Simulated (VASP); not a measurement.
Crystal: Zn.

```xyz
2
Lattice="2.6333 0.0000 0.0000 -1.3167 2.2805 0.0000 0.0000 0.0000 5.1082" Properties=species:S:1:pos:R:3 pbc="T T T"
Zn    0.0000    1.5203    1.2771
Zn    1.3167    0.7602    3.8312
```

```yaml
Program: VASP 6.6.1
Task: relaxation of cell and atoms
Functional: PBE
Dispersion: D3(BJ)
Potentials_or_basis: VASP PAW PBE potentials, release 64 (Zn)
Cutoff: 600 eV
k_mesh: 18 × 18 × 8
Occupations: gaussian, width 0.1 eV
Spin: no spin polarisation
```

At the start: pressure -4.0 GPa; volume 15.34 Å³/atom.

**Question.** How do energy, volume and symmetry change on relaxing?

**Answer.** Over 9 steps the energy falls by 13.8 meV/atom and the volume is 14.29 Å³/atom (-6.8 %); space group P6_3/mmc (No. 194, to 0.05 Å).

The path:
```csv
step,energy change (eV),largest force (eV/Å),pressure (GPa),volume (Å³)
1,0.0000,0.0000,-4.01,30.68
2,-0.0207,0.0000,0.43,29.00
3,-0.0208,0.0000,-0.02,29.13
4,-0.0235,0.0000,-0.05,29.01
5,-0.0270,0.0000,0.12,28.66
6,-0.0274,0.0000,0.29,28.53
7,-0.0274,0.0000,0.38,28.49
8,-0.0273,0.0000,-0.16,28.73
9,-0.0275,0.0000,-0.01,28.58
```

Final structure:
```
Zn
1.0
     2.62071    0.00000    0.00000
    -1.31036    2.26961    0.00000
     0.00000    0.00000    4.80460
Zn
2
Direct
  0.33333 0.66667 0.25000
  0.66667 0.33333 0.75000
```

Caveat: pairwise dispersion overbinds metals, which lowers pressure and volume.
